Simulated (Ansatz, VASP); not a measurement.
One calculation of CdSn2O3, two programs

```
CELL_PARAMETERS angstrom
5.82718 0.00000 0.00000
-2.91359 5.04649 0.00000
0.00000 0.00000 7.60448
ATOMIC_POSITIONS crystal
Cd 0.00000 0.00000 0.84469
Cd 0.00000 0.00000 0.42791
Sn 0.33333 0.66667 0.14260
Sn 0.33333 0.66667 0.73416
Sn 0.66667 0.33333 0.40147
Sn 0.66667 0.33333 0.80928
O 0.02671 0.51336 0.94286
O 0.97289 0.48645 0.60395
O 0.48664 0.51336 0.94286
O 0.51355 0.48645 0.60395
O 0.48664 0.97329 0.94286
O 0.51355 0.02711 0.60395
```

Change from the starting cell: the structure that the rattled cell fell into.

Alike in both runs: functional PBE; k mesh 6 × 6 × 4; occupations gaussian, width 0.02 eV; no spin polarisation.

Ansatz relaxed the structure, and its values are those at the end. VASP's run is a single point on that final structure, the one shown.

```csv
,VASP,Ansatz
version,VASP 6.6.1,Ansatz 0.2.0
potentials or method,"VASP PAW PBE potentials, release 64 (Cd, Sn_d, O), cutoff 520 eV","scalar-relativistic, plane waves, PAW"
valence electrons in the cell,116,132
```

```tsv
	VASP	Ansatz	Ansatz less VASP
gap on the k mesh at the Fermi level (eV)	0.69	0.70	+0.007
least direct gap on the mesh (eV)	0.82	0.81	-0.006
pressure (GPa)	0.2	0.0	-0.23
rms of the force components (eV/Å)	0.019	0.001	-0.0179
```

The functional is the same, so the differences come from potentials, cutoffs and numerics. VASP's potentials hold 116 valence electrons a cell and Ansatz's 132, so a difference there can come from the potentials and not from the codes.
